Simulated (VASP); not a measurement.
V, 1 atom in the cell. It takes space group Fmmm (No. 69, orthorhombic). The conventional cell has a = 3.026 Å, b = 3.999 Å, c = 4.560 Å, α = 90.00°, β = 90.00°, γ = 90.00°. V (site symmetry mmm) has 14 V at 2.51 to 3.03 Å within 3.3 Å.  This cell differs from its parent crystal: strain +0.1312 x Voigt [0, 0, 0, 0, 0, 1].

```yaml
Program: VASP 6.6.1
Task: single point
Functional: PBE
Potentials_or_basis: VASP PAW PBE potentials, release 64 (V_sv)
Cutoff: 520 eV
k_mesh: 22 × 22 × 22
Occupations: gaussian, width 0.15 eV
Spin: no spin polarisation
Dipole_correction: no
Further_INCAR_settings: ALGO = Fast; EDIFF = 1e-06; NBANDS = 12
```

Potentials or basis: VASP PAW PBE potentials, release 64 (V_sv).

Launch:

```sh
$ cat potpaw_PBE.64/V_sv/POTCAR > POTCAR
$ mpirun -np 1 vasp_std > vasp.out
```

Hardware: 1 thread of Intel(R) Xeon(R) Platinum 8488C (Sapphire Rapids), with other jobs on the host.

**Question.** How long does it take, and how much memory?

**Answer.** Run time: 3.1 min on 1 thread of Intel(R) Xeon(R) Platinum 8488C (Sapphire Rapids), on a shared host, peak memory 0.34 GiB. Counts: scf iterations 13, k points 1530.
